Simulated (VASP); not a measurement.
Crystal: Zr.

```xyz
2
Lattice="3.2320 0.0000 0.0000 -1.6160 2.7990 0.0000 0.0000 0.0000 5.1470" Properties=species:S:1:pos:R:3 pbc="T T T"
Zr    0.0000    1.8660    1.2868
Zr    1.6160    0.9330    3.8603
```

| Property | Result |
| --- | --- |
| Program | VASP 6.6.1 |
| Task | relaxation of cell and atoms |
| Functional | PBEsol |
| Potentials or basis | VASP PAW PBE potentials, release 64 (Zr_sv) |
| Cutoff | 600 eV |
| k mesh | 12 × 12 × 6 |
| Occupations | fermi-dirac, width 0.05 eV |
| Spin | no spin polarisation |
| Hubbard terms | Zr d U = 4.0 eV |

At the start: pressure 7.4 GPa; volume 23.28 Å³/atom.

How do energy, volume and symmetry change on relaxing?

Over 12 steps the energy falls by 37.2 meV/atom and the volume is 24.96 Å³/atom (+7.2 %); space group P6_3/mmc (No. 194, to 0.05 Å).

Step by step:
| step | energy change (eV) | largest force (eV/Å) | pressure (GPa) | volume (Å³) |
| --- | --- | --- | --- | --- |
| 1 | 0.0000 | 0.0000 | 7.43 | 46.56 |
| 2 | 0.0236 | 0.0000 | -6.85 | 54.23 |
| 3 | -0.0743 | 0.0000 | -0.12 | 49.98 |
| 4 | -0.0743 | 0.0000 | 0.02 | 49.91 |
| 5 | -0.0743 | 0.0000 | 0.02 | 49.91 |
| 6 | -0.0743 | 0.0000 | 0.02 | 49.91 |
| 7 | -0.0743 | 0.0000 | 0.01 | 49.94 |
| 8 | -0.0743 | 0.0000 | -0.10 | 49.97 |
| 9 | -0.0743 | 0.0000 | -0.04 | 49.94 |
| 10 | -0.0743 | 0.0000 | -0.06 | 49.94 |
| 11 | -0.0743 | 0.0000 | -0.03 | 49.94 |
| 12 | -0.0743 | 0.0000 | 0.00 | 49.92 |

Final structure:
```cif
data_structure
_symmetry_space_group_name_H-M 'P 1'
_symmetry_Int_Tables_number 1
_cell_length_a 3.3092
_cell_length_b 3.3092
_cell_length_c 5.2640
_cell_angle_alpha 90.000
_cell_angle_beta 90.000
_cell_angle_gamma 120.000
_cell_volume 49.92
loop_
_atom_site_label
_atom_site_type_symbol
_atom_site_fract_x
_atom_site_fract_y
_atom_site_fract_z
_atom_site_occupancy
Zr1 Zr 0.33333 0.66667 0.25000 1
Zr2 Zr 0.66667 0.33333 0.75000 1
```

Caveat: the PAW data sets were made with another functional, which shifts forces and pressure a little; U without spin polarisation on a metal has little footing; the U is typed as a test and isn't derived for this compound.
